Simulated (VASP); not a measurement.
Runs of VASP 6.6.1 on SiNi (rocksalt type). The structure is that of space group Fm-3m (No. 225), or close to it. The cells are those of the table. 

```tsv
cell	cutoff (eV)	gap on the mesh (eV)	pressure (GPa)
a = 2.690 Å, angles 60.0°, 2 atoms	520	none	367.5
a = 3.146 Å, angles 60.0°, 2 atoms	520	none	28.7
a = 2.829 Å, angles 60.0°, 2 atoms	520	none	(a)
a = 3.283 Å, angles 60.0°, 2 atoms	600	none	0.3
a = 3.048 Å, angles 60.0°, 2 atoms	520	none	(b)
```

Alike in all rows: task single point; level LDA; potentials or basis VASP PAW LDA potentials, release 64 (Ni, Si); no spin polarisation; k mesh 16 × 16 × 16; smearing fermi-dirac 0.08 eV.

Question: Fill in the values left out.

Answer: (a) 198.7; (b) 61.4.

A gap of «none» marks levels without a gap at the run's occupations.
